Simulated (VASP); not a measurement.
A run of VASP 6.6.1:

File POSCAR:

```
WC
1.0
    0.0000000000      2.2215384142      2.2215384142
    2.2215384142      0.0000000000      2.2215384142
    2.2215384142      2.2215384142      0.0000000000
W C
1 1
Direct
    0.0000000000      0.0000000000      0.0000000000
    0.5000000000      0.5000000000      0.5000000000
```

INCAR.step1

```
SYSTEM = WC
ALGO     = Normal         ! electronic algorithm
EDIFF    = 1E-4           ! SCF threshold, eV
ENCUT    = 520            ! plane-wave cutoff, eV
GGA      = PE             ! functional
ISMEAR   = 1              ! smearing method
LASPH    = .TRUE.         ! aspherical terms in the spheres
LCHARG   = .FALSE.        ! write CHGCAR
LREAL    = .FALSE.        ! projectors in reciprocal space
LWAVE    = .TRUE.         ! write WAVECAR
NBANDS   = 16             ! bands
NELM     = 80             ! most SCF steps
PREC     = Accurate       ! precision mode
SIGMA    = 0.1            ! smearing width, eV
```

Contents of INCAR.step2:

```
SYSTEM = WC
ALGO     = Normal         ! electronic algorithm
EDIFF    = 1E-6           ! SCF threshold, eV
ENCUT    = 520            ! plane-wave cutoff, eV
ISIF     = 2              ! what is computed and relaxed
ISMEAR   = 1              ! smearing method
ISTART   = 1            
LASPH    = .TRUE.         ! aspherical terms in the spheres
LCHARG   = .FALSE.        ! write CHGCAR
LMIXTAU  = .TRUE.       
LREAL    = .FALSE.        ! projectors in reciprocal space
LWAVE    = .FALSE.        ! write WAVECAR
METAGGA  = R2SCAN         ! meta-GGA
NBANDS   = 16             ! bands
NELM     = 80             ! most SCF steps
PREC     = Accurate       ! precision mode
SIGMA    = 0.1            ! smearing width, eV
```

The input KPOINTS:

```
k-points
0
G
  11 11 11
  0 0 0
```

Potentials or basis: VASP PAW PBE potentials, release 64 (W_sv, C).

Run with:

```sh
$ cat potpaw_PBE.64/W_sv/POTCAR potpaw_PBE.64/C/POTCAR > POTCAR
$ cp INCAR.step1 INCAR
$ mpirun -np 1 vasp_std > vasp.out
$ cp INCAR.step2 INCAR
$ mpirun -np 1 vasp_std > vasp.out
```

Hardware: 1 thread of Intel Xeon 6975P-C, on a shared host.

Q: How long does it take, and how much memory?

A: It took 41 s on 1 thread of Intel Xeon 6975P-C, on a shared host, peak memory 0.16 GiB. Counts: k points 56.
